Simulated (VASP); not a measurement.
# Pd (P6_3/mmc) in VASP: a series of runs

Pd is run at these levels: revPBE; tasks: single point, relaxation of cell and atoms.

Program: VASP 6.6.1. These are calculated values, not measurements. Logs are shortened: lines on timing, memory, paths and dates and some standing lists are left out, and cuts for length are marked.

### 1 The cell of the first run

The structure is hexagonal, space group P6_3/mmc (No. 194). Conventional cell: a = 2.911 Å, b = 2.911 Å, c = 9.592 Å, α = 90.00°, β = 90.00°, γ = 120.00°. Pd (site symmetry -3m) has 12 Pd at 2.91 to 2.93 Å within 3.8 Å. Pd (site symmetry -6m2) has 12 Pd at 2.91 to 2.93 Å within 3.8 Å.

This isn't the form of Pd at room conditions, which is fcc.

### 2 Single point, revPBE (17.59 Å³/atom)

File INCAR:

```
SYSTEM = Pd
PREC = Accurate ; ENCUT = 520
EDIFF = 1E-6 ; ISMEAR = -1
SIGMA = 0.1 ; LREAL = .False.
LASPH = .True. ; NELM = 80
ALGO = Normal ; ISIF = 2
LWAVE = .False. ; LCHARG = .True.
GGA = RE ; LELF = .True.
LVHAR = .True. ; NBANDS = 28
```

File KPOINTS:

```
Automatic mesh
0
Gamma
  15 15 4
  0 0 0
```

File POSCAR:

```
Pd
1.0
    2.9105076699      0.0000000000      0.0000000000
   -1.4552538349      2.5205735800      0.0000000000
    0.0000000000      0.0000000000      9.5915922202
Pd
4
Direct
    1.0000000000      1.0000000000      0.0000000000
    1.0000000000      1.0000000000      0.5000000000
    0.3333333333      0.6666666667      0.2500000000
    0.6666666667      0.3333333333      0.7500000000
```

Potentials or basis: VASP PAW PBE potentials, release 64 (Pd).

Started as:

```
cat potpaw_PBE.64/Pd/POTCAR > POTCAR
mpirun -np 1 vasp_std > vasp.out
```

OUTCAR:

```text
SYSTEM = Pd
   PREC = Accurate
   ENCUT = 520
   EDIFF = 1E-6
   ISMEAR = -1
   LREAL = .False.
   LASPH = .True.
   NELM = 80
   ISIF = 2
   GGA = RE

 ion  position               nearest neighbor table
   1  0.000  0.000  0.000-   3 2.93   4 2.93   3 2.93   4 2.93   4 2.93   3 2.93
   2  0.000  0.000  0.500-   3 2.93   4 2.93   3 2.93   4 2.93   4 2.93   3 2.93
   3  0.333  0.667  0.250-   1 2.93   2 2.93   1 2.93   2 2.93   1 2.93   2 2.93
   4  0.667  0.333  0.750-   1 2.93   2 2.93   1 2.93   2 2.93   1 2.93   2 2.93

  LATTYP: Found a hexagonal cell.
 ALAT       =     2.9105076699
 C/A-ratio  =     3.2955048768

  Lattice vectors:

 A1 = (   2.9105076699,   0.0000000000,   0.0000000000)
 A2 = (  -1.4552538349,   2.5205735800,   0.0000000000)
 A3 = (   0.0000000000,   0.0000000000,   9.5915922202)

Analysis of symmetry for initial positions (statically):
=====================================================================
 Subroutine PRICEL returns:
 Original cell was already a primitive cell.

 Routine SETGRP: Setting up the symmetry group for a
 hexagonal supercell.

 Subroutine GETGRP returns: Found 24 space group operations
 (whereof 12 operations were pure point group operations)
 out of a pool of 24 trial point group operations.

The static configuration has the point symmetry D_3d.
 The point group associated with its full space group is D_6h.

Analysis of symmetry for dynamics (positions and initial velocities):
=====================================================================
 Subroutine PRICEL returns:
 Original cell was already a primitive cell.

 Routine SETGRP: Setting up the symmetry group for a
 hexagonal supercell.

 Subroutine GETGRP returns: Found 24 space group operations
 (whereof 12 operations were pure point group operations)
 out of a pool of 24 trial point group operations.

The dynamic configuration has the point symmetry D_3d.
 The point group associated with its full space group is D_6h.

 Subroutine INISYM returns: Found 24 space group operations
 (whereof 12 operations are pure point group operations),
 and found     1 'primitive' translations

----------------------------------------------------------------------------------------

                                     Primitive cell

  volume of cell :      70.3653

  direct lattice vectors                    reciprocal lattice vectors
     2.910507670  0.000000000  0.000000000     0.343582671  0.198367548  0.000000000
    -1.455253835  2.520573580  0.000000000     0.000000000  0.396735096  0.000000000
[... 90 lines left out ...]
   LREAL  =      F    real-space projection
   EDIFFG = 0.1E-04   stopping-criterion for IOM
   NSW    =      0    number of steps for IOM
   IBRION =     -1    ionic relax: 0-MD 1-quasi-New 2-CG
   NFREE  =      0    steps in history (QN), initial steepest desc. (CG)
   ISIF   =      2    stress and relaxation
   ISYM   =      2    0-nonsym 1-usesym 2-fastsym
   POTIM  = 0.5000    time-step for ionic-motion
   TEBEG  =    0.0;   TEEND  =   0.0 temperature during run
   PSTRESS=    0.0 pullay stress
   NELECT =      40.0000    total number of electrons
   NUPDOWN=      -1.0000    fix difference up-down
   EMIN   =  10.00;   EMAX   =-10.00  energy-range for DOS
   EFERMI =   0.00;   METHOD = LEGACY
   ISMEAR =    -1;   SIGMA  =   0.10  broadening in eV -4-tet -1-fermi 0-gaus
   EFERMI_NEDOS =   21; number of points for ismear=-14 and -15
   IALGO  =     38    algorithm
   IMIX   =      4    mixing-type and parameters
     AMIX     =   0.40;   BMIX     =  1.00
     AMIX_MAG =   1.60;   BMIX_MAG =  1.00
  volume/ion in A,a.u.               =      17.59       118.71
  Fermi-wavevector in a.u.,A,eV,Ry     =   1.356153  2.562757 25.023152  1.839150
  Thomas-Fermi vector in A             =   2.483180
   LORBIT       =      0    0 simple, 1 ext, 2 COOP (PROOUT), +10 PAW based schemes
   GGA     = RE    functional components
   LHFCALC =     F    Hartree Fock is set to
   AEXX    =    0.0000 exact exchange contribution
   IVDW    =     0    specifies the selected vdW correction
   LEPSILON=     F    determine dielectric tensor
   LRPA    =     F    only Hartree local field effects (RPA)
 non-spin polarized calculation
  energy-cutoff  :      520.00
  volume of cell :       70.37
 maximum number of plane-waves:      1944
 NGX is ok and might be reduce to    24
   NGX = 11   NGY = 11   NGZ = 35

 number of electron      40.0000002 magnetization

 Free energy of the ion-electron system (eV)
  ---------------------------------------------------
  ext. energy  EPLUGINS =         0.00000000
  ---------------------------------------------------
  free energy    TOTEN  =       -18.74749490 eV

  energy without entropy =      -18.44757797  energy(sigma->0) =      -18.59753644

 E-fermi :   7.2094     XC(G=0): -12.0229

 val. band max:        7.2058788841   @ k =   0.4667   0.0000   0.0000
 cond. band min:       7.2101973337   @ k =   0.3333   0.1333   0.0000
 fundamental gap:      0.0043184495
 Fermi energy:         7.2094082383

 k-point     1 :       0.0000    0.0000    0.0000
  band No.  band energies     occupation
      1       1.3432      2.00000
      2       2.8321      2.00000
      3       2.8369      2.00000
      4       3.1199      2.00000
      5       5.0086      2.00000
      6       5.0306      2.00000
[... 733 lines left out ...]
     27      15.8159      0.00000
     28      17.4450      0.00000

 [... further k-points ...]

------------------------ aborting loop because EDIFF is reached ----------------------------------------

  FORCE on cell =-STRESS in cart. coord.  units (eV):
  Direction    XX          YY          ZZ          XY          YZ          ZX
  --------------------------------------------------------------------------------------
  -------------------------------------------------------------------------------------
  Total       -5.4920874     -5.4920874     -5.5425188     -0.0000000     -0.0000000      0.0000000
  in kB     -125.0515806   -125.0515806   -126.1998733     -0.0000000     -0.0000000      0.0000000
  external PRESSURE =    -125.4343448 kB  Pullay stress =       0.0000000 kB

 VOLUME and BASIS-vectors are now :
 -----------------------------------------------------------------------------
  energy-cutoff  :      520.00
  volume of cell :       70.37
      direct lattice vectors                 reciprocal lattice vectors
     2.910507670  0.000000000  0.000000000     0.343582671  0.198367548  0.000000000
    -1.455253835  2.520573580  0.000000000     0.000000000  0.396735096  0.000000000
     0.000000000  0.000000000  9.591592220     0.000000000  0.000000000  0.104257977

 POSITION                                       TOTAL-FORCE (eV/Angst)
 -----------------------------------------------------------------------------------
      0.00000      0.00000      0.00000         0.000000      0.000000      0.000000
      0.00000      0.00000      4.79580         0.000000      0.000000      0.000000
     -0.00000      1.68038      2.39790         0.000000     -0.000000     -0.000000
      1.45525      0.84019      7.19369        -0.000000      0.000000      0.000000
 -----------------------------------------------------------------------------------
    total drift:                               -0.000000      0.000000      0.000000

  FREE ENERGIE OF THE ION-ELECTRON SYSTEM (eV)
  ---------------------------------------------------
  free  energy   TOTEN  =       -18.7474949016 eV

  energy  without entropy=      -18.4475779713  energy(sigma->0) =      -18.59753644
```

stdout:

```text
POSCAR found type information on POSCAR Pd
 POSCAR found :  1 types and       4 ions
 scaLAPACK will be used
 -----------------------------------------------------------------------------
|                                                                             |
|                                                                             |
|     You enforced a specific xc type in the INCAR file but a different       |
|     I HOPE YOU KNOW WHAT YOU ARE DOING!                                     |
|                                                                             |
 -----------------------------------------------------------------------------

 LDA part: xc-table for (Slater+PW92), standard interpolation
 POSCAR, INCAR and KPOINTS ok, starting setup
 FFT: planning ... GRIDC
 FFT: planning ... GRID_SOFT
 FFT: planning ... GRID
 WAVECAR not read
 entering main loop
```

It took 76 s on 1 thread of AMD EPYC 9R45 (Zen 5), shared host; peak memory 0.23 GiB.

What came out:

```
Free energy            : -18.7475 eV
Pressure               : -12.5 GPa
Band gap on the k mesh : zero (bands 20 and 21 overlap by 0.68 eV)
```

Caveat: the cell stands under tension; the PAW data sets were made with another functional, which shifts forces and pressure a little.

### 3 Single point, revPBE

This run uses another cell than the first one, of 15.71 Å³/atom.

File INCAR:

```
PREC = Accurate ; ENCUT = 520
EDIFF = 1E-6 ; ISMEAR = -1
SIGMA = 0.1 ; LREAL = F
LASPH = T ; NELM = 60
ALGO = Normal ; ISIF = 2
LWAVE = F ; LCHARG = F
GGA = RE ; NBANDS = 28
```

File KPOINTS:

```
regular mesh
0
Gamma
  17 17 5
```

File POSCAR:

```
Pd
1.0
    2.8026104727      0.0000000000      0.0000000000
   -1.4013052364      2.4271318663      0.0000000000
    0.0000000000      0.0000000000      9.2360164807
Pd
4
Direct
    1.0000000000      1.0000000000      0.0000000000
    1.0000000000      1.0000000000      0.5000000000
    0.3333333333      0.6666666667      0.2500000000
    0.6666666667      0.3333333333      0.7500000000
```

Potentials or basis: VASP PAW PBE potentials, release 64 (Pd).

Started as:

```
cat potpaw_PBE.64/Pd/POTCAR > POTCAR
mpirun -np 1 vasp_std > vasp.out
```

Run time: 88 s. Hardware: 1 thread of AMD EPYC 9R45 (Zen 5), shared host; peak memory 0.24 GiB.

The run converged. Its results:

| Property | Result |
| --- | --- |
| Free energy | -19.0787 eV |
| Pressure | -0.3 GPa |
| Band gap on the k mesh | zero (bands 20 and 21 overlap by 0.85 eV) |

Stress tensor (GPa, compression positive):
```
-0.13  0.00  0.00
 0.00 -0.13  0.00
 0.00  0.00 -0.50
```

Levels at points of the mesh, in eV from the Fermi level:
| k point | band 17 | band 18 | band 19 | band 20 | band 21 | band 22 | band 23 | band 24 |
| --- | --- | --- | --- | --- | --- | --- | --- | --- |
| (0.00, 0.00, 0.00) | -1.40 | -0.98 | -0.98 | -0.67 | -0.67 | -0.14 | -0.14 | 1.08 |

Caveat: the PAW data sets were made with another functional, which shifts forces and pressure a little.

### 4 Relaxation of cell and atoms, revPBE

This run uses another cell than the first one, of 14.71 Å³/atom.

File INCAR:

```
SYSTEM = Pd
PREC = Accurate ; ENCUT = 600
EDIFF = 1E-6 ; ISMEAR = -1
SIGMA = 0.1 ; LREAL = .False.
LASPH = .True. ; NELM = 60
ALGO = Normal ; ISIF = 3
LWAVE = .False. ; LCHARG = .False.
GGA = RE ; IBRION = 2
NSW = 80 ; EDIFFG = -0.01
```

File KPOINTS:

```
regular mesh
0
Gamma
  13 13 4
  0 0 0
```

File POSCAR:

```
Pd
1.0
    2.7505001182      0.0000000000      0.0000000000
   -1.3752500591      2.3820029755      0.0000000000
    0.0000000000      0.0000000000      8.9831333861
Pd
4
Direct
    0.0000000000      0.0000000000      0.0000000000
    0.0000000000      0.0000000000      0.5000000000
    0.3333333333      0.6666666667      0.2500000000
    0.6666666667      0.3333333333      0.7500000000
```

Started as:

```
cat potpaw_PBE.64/Pd/POTCAR > POTCAR
mpirun -np 1 vasp_std > vasp.out
```

Wall time 3.4 min (1 thread of AMD EPYC 9R45 (Zen 5), shared host); peak memory 0.23 GiB.

The run converged. Its results:

```yaml
Free_energy: -19.0778 eV
Relaxed_volume: 15.67 Å³/atom
Relaxed_cell: a = 2.801 Å, b = 2.801 Å, c = 9.228 Å, α = 90.00°, β = 90.00°, γ = 120.00°
Space_group_after_relaxing_to_0.1_Å: P6_3/mmc (No. 194)
Energy_gained_by_relaxing: 32.3 meV/atom
Ionic_steps: 6
Pressure_after_relaxing: 0.0 GPa
```

The path:
```tsv
step	energy change (eV)	largest force (eV/Å)	pressure (GPa)	volume (Å³)
1	0.0000	0.0000	11.45	58.85
2	0.0642	0.0000	-10.10	68.28
3	-0.1287	0.0000	-0.20	62.79
4	-0.1287	0.0000	-0.01	62.71
5	-0.1292	0.0000	0.01	62.70
6	-0.1294	0.0000	0.03	62.69
```

Final structure:
```xyz
4
Lattice="2.8008 0.0000 0.0000 -1.4004 2.4256 0.0000 0.0000 0.0000 9.2281" Properties=species:S:1:pos:R:3 pbc="T T T"
Pd    0.0000    0.0000    0.0000
Pd    0.0000    0.0000    4.6141
Pd    0.0000    1.6170    2.3070
Pd    1.4004    0.8085    6.9211
```

Levels at points of the mesh, in eV from the Fermi level:
| k point | band 17 | band 18 | band 19 | band 20 | band 21 | band 22 | band 23 | band 24 |
| --- | --- | --- | --- | --- | --- | --- | --- | --- |
| (0.00, 0.00, 0.00) | -1.41 | -0.99 | -0.99 | -0.68 | -0.68 | -0.15 | -0.15 | 1.06 |
| (0.00, 0.00, 0.50) | -1.21 | -1.21 | -0.77 | -0.77 | -0.37 | -0.37 | -0.37 | -0.37 |

Caveat: the highest band is partly filled, so the run has too few bands; the PAW data sets were made with another functional, which shifts forces and pressure a little.

### 5 Single point, revPBE, collinear spin

This run uses another cell than the first one, of 15.68 Å³/atom.

File INCAR:

```
SYSTEM = Pd
  PREC = Accurate
  ENCUT = 500
  EDIFF = 1E-6
  ISMEAR = -1
  SIGMA = 0.05
  LREAL = .FALSE.
  LASPH = .TRUE.
  NELM = 200
  ALGO = Normal
  ISIF = 2
  LWAVE = .FALSE.
  LCHARG = .TRUE.
  ISPIN = 2
  MAGMOM = 0.5 0.5 -0.5 -0.5
  LORBIT = 11
  LMAXMIX = 4
  GGA = RE
  LELF = .TRUE.
  LVHAR = .TRUE.
  NBANDS = 32
  GGA_COMPAT = .FALSE.
```

File KPOINTS:

```
regular mesh
0
G
  17 17 5
  0 0 0
```

File POSCAR:

```
Pd
1.0
    2.7976948577      0.0000000000      0.0000000000
   -1.3988474289      2.4228748188      0.0000000000
    0.0000000000      0.0000000000      9.2534266174
Pd
4
Direct
    0.0000000000      0.0000000000      1.0000000000
    0.0000000000      0.0000000000      0.5000000000
    0.3333333333      0.6666666667      0.2500000000
    0.6666666667      0.3333333333      0.7500000000
```

Started as:

```
cat potpaw_PBE.64/Pd/POTCAR > POTCAR
mpirun -np 1 vasp_std > vasp.out
```

Wall time 2.3 min (1 thread of Intel Xeon 6975P-C (Granite Rapids), shared host); peak memory 0.36 GiB.

It converged, with:

| Quantity | Value |
| --- | --- |
| Free energy | -18.9604 eV |
| Pressure | -0.3 GPa |
| Band gap on the k mesh | zero (filled and empty bands overlap) |
| Net moment | 0.01 μB per cell |
| Valence electrons inside the program's atomic spheres | Pd 9.33 |

Stress tensor (GPa, compression positive):
```
-0.11  0.00  0.00
 0.00 -0.11  0.00
 0.00  0.00 -0.65
```

Levels at points of the mesh, in eV from the Fermi level:
Spin up:
```csv
k point,band 16,band 17,band 18,band 19,band 20,band 21,band 22,band 23,band 24,band 25
"(0.00, 0.00, 0.00)",-1.36,-1.36,-0.95,-0.95,-0.64,-0.64,-0.12,-0.12,1.07,6.69
```
Spin down:
| k point | band 17 | band 18 | band 19 | band 20 | band 21 | band 22 | band 23 | band 24 |
| --- | --- | --- | --- | --- | --- | --- | --- | --- |
| (0.00, 0.00, 0.00) | -1.36 | -0.95 | -0.95 | -0.64 | -0.64 | -0.12 | -0.12 | 1.07 |

Caveat: the PAW data sets were made with another functional, which shifts forces and pressure a little.

### 6 The runs side by side

| task | spin | cell | k mesh | cutoff (eV) | smearing | gap on the mesh (eV) | pressure (GPa) |
| --- | --- | --- | --- | --- | --- | --- | --- |
| single point | off | a = 2.911, b = 2.911, c = 9.592 Å, angles 90.0, 90.0, 120.0°, 4 atoms | 15 × 15 × 4 | 520 | fermi-dirac 0.1 eV | none | -12.5 |
| single point | off | a = 2.803, b = 2.803, c = 9.236 Å, angles 90.0, 90.0, 120.0°, 4 atoms | 17 × 17 × 5 | 520 | fermi-dirac 0.1 eV | none | -0.3 |
| relaxation of cell and atoms | off | relaxed from a = 2.751, b = 2.751, c = 8.983 Å, angles 90.0, 90.0, 120.0°, 4 atoms | 13 × 13 × 4 | 600 | fermi-dirac 0.1 eV | - | 0.0 |
| single point | collinear | a = 2.798, b = 2.798, c = 9.253 Å, angles 90.0, 90.0, 120.0°, 4 atoms | 17 × 17 × 5 | 500 | fermi-dirac 0.05 eV | none | -0.3 |

Alike in all rows: level revPBE; potentials or basis VASP PAW PBE potentials, release 64 (Pd).

Caveats: the PAW data sets were made with another functional, which shifts forces and pressure a little; the cell stands under tension (at least some runs); the highest band is partly filled, so the run has too few bands (at least some runs).

Absolute energies hang on the potentials; compare differences alone.
